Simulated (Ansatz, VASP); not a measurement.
**Cu: VASP beside Ansatz**

```
CELL_PARAMETERS angstrom
2.51476 0.00000 0.00000
-1.25738 2.17784 0.00000
0.00000 0.00000 4.63268
ATOMIC_POSITIONS crystal
Cu 0.33333 0.66667 0.25000
Cu 0.66667 0.33333 0.75000
```

Alike in both runs: task single point; functional PBE; k mesh 21 × 21 × 12; occupations gaussian, width 0.15 eV; no spin polarisation.

```csv
,VASP,Ansatz
version,VASP 6.6.1,Ansatz 0.2.0
potentials or method,"VASP PAW PBE potentials, release 64 (Cu), cutoff 520 eV","scalar-relativistic, plane waves, PAW"
valence electrons in the cell,22,38
```

```tsv
	VASP	Ansatz	Ansatz less VASP
gap on the k mesh at the Fermi level (eV)	none	none	-
pressure (GPa)	-4.3	-4.9	-0.61
traceless stress, the component that is largest in VASP (GPa)	-10.67	-10.64	+0.029
```

A gap of «none» marks a metal or a gap that the smearing closes. VASP's potentials hold 22 valence electrons a cell and Ansatz's 38, so a difference there can come from the potentials and not from the codes.
